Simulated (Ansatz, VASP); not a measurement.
## Two plane-wave programs on AlP

Contents of INCAR:

```
SYSTEM = AlP
PREC     = Accurate       ! precision mode
ENCUT    = 500            ! plane-wave cutoff, eV
EDIFF    = 1E-6           ! SCF threshold, eV
ISMEAR   = 0              ! smearing method
SIGMA    = 0.05           ! smearing width, eV
LREAL    = .False.        ! projectors in reciprocal space
LASPH    = .True.         ! aspherical terms in the spheres
NELM     = 120            ! most SCF steps
ALGO     = Normal         ! electronic algorithm
ISIF     = 2              ! what is computed and relaxed
LWAVE    = .False.        ! write WAVECAR
LCHARG   = .False.        ! write CHGCAR
GGA      = RP             ! functional
NBANDS   = 11             ! bands
GGA_COMPAT= .False.
```

KPOINTS

```
regular mesh
0
Gamma
  8 8 8
  0 0 0
```

Contents of POSCAR:

```
AlP
1.0
    0.0000000000      2.7254991651      2.7254991651
    2.7254991651      0.0000000000      2.7254991651
    2.7254991651      2.7254991651      0.0000000000
Al P
1 1
Direct
    0.0000000000      0.0000000000      0.0000000000
    0.7500000000      0.7500000000      0.7500000000
```

Input for Ansatz:

```yaml
crystal:
  lattice:
    - [0.0, 2.7254991651, 2.7254991651]
    - [2.7254991651, 0.0, 2.7254991651]
    - [2.7254991651, 2.7254991651, 0.0]
  atoms:
    - { symbol: Al, position: [0.0, 0.0, 0.0] }
    - { symbol: P, position: [0.75, 0.75, 0.75] }
basis:
  ecutwfc: 420
  ecutrho_ratio: 4
kpoints:
  mp_grid: { grid: [8, 8, 8] }
hamiltonian:
  xc: rpbe
scf:
  occupations: { method: gaussian, width: 0.05 }
output:
  forces: true
  stress: true
  eigenvalues: true
```

Alike in both runs: task single point; functional RPBE; k mesh 8 × 8 × 8; occupations gaussian, width 0.05 eV; no spin polarisation.

```csv
,VASP,Ansatz
version,VASP 6.6.1,Ansatz 0.2.0
potentials or method,"VASP PAW PBE potentials, release 64 (Al, P), cutoff 500 eV","scalar-relativistic, plane waves, PAW"
valence electrons in the cell,8,8
```

|  | VASP | Ansatz | Ansatz less VASP |
| --- | --- | --- | --- |
| gap on the k mesh at the Fermi level (eV) | 1.65 | 1.65 | +0.004 |
| least direct gap on the mesh (eV) | 3.49 | 3.49 | 0.000 |
| pressure (GPa) | 4.2 | 4.4 | +0.25 |

VASP's potentials were made for PBE, not for RPBE. The functional is the same, so the differences come from potentials, cutoffs and numerics.
